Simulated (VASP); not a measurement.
**AlRu: single point with PBE**

Crystal: AlRu.

```xyz
2
Lattice="3.0693 0.0000 0.0000 0.0000 3.0693 0.0000 0.0000 0.0000 3.0693" Properties=species:S:1:pos:R:3 pbc="T T T"
Al    0.0000    0.0000    0.0000
Ru    1.5347    1.5347    1.5347
```

- Program: VASP 6.6.1
- Task: single point
- Functional: PBE
- Potentials or basis: VASP PAW PBE potentials, release 64 (Al, Ru_pv)
- Cutoff: 520 eV
- k mesh: 10 × 10 × 10
- Occupations: methfessel-paxton, width 0.15 eV
- Spin: no spin polarisation

| Quantity | Value |
| --- | --- |
| Pressure | -11.5 GPa |

Levels at points of the mesh, in eV from the Fermi level:
```csv
k point,band 5,band 6,band 7,band 8,band 9,band 10,band 11,band 12,band 13,band 14
"(0.00, 0.00, 0.00)",-3.18,-3.18,0.14,0.14,0.14,5.71,5.71,5.71,10.52,10.52
"(0.50, 0.00, 0.00)",-5.35,-2.47,-1.46,-1.46,0.36,2.00,7.47,10.62,10.62,11.78
"(0.50, 0.50, 0.00)",-2.78,-1.31,-1.31,-1.04,-1.04,1.33,4.81,5.47,9.98,12.12
"(0.50, 0.50, 0.50)",-4.23,-4.23,1.41,1.41,2.11,3.96,3.96,3.96,7.83,7.83
```

It took 28 s on 1 thread of AMD EPYC 7R13, on a shared host, peak memory 0.12 GiB.
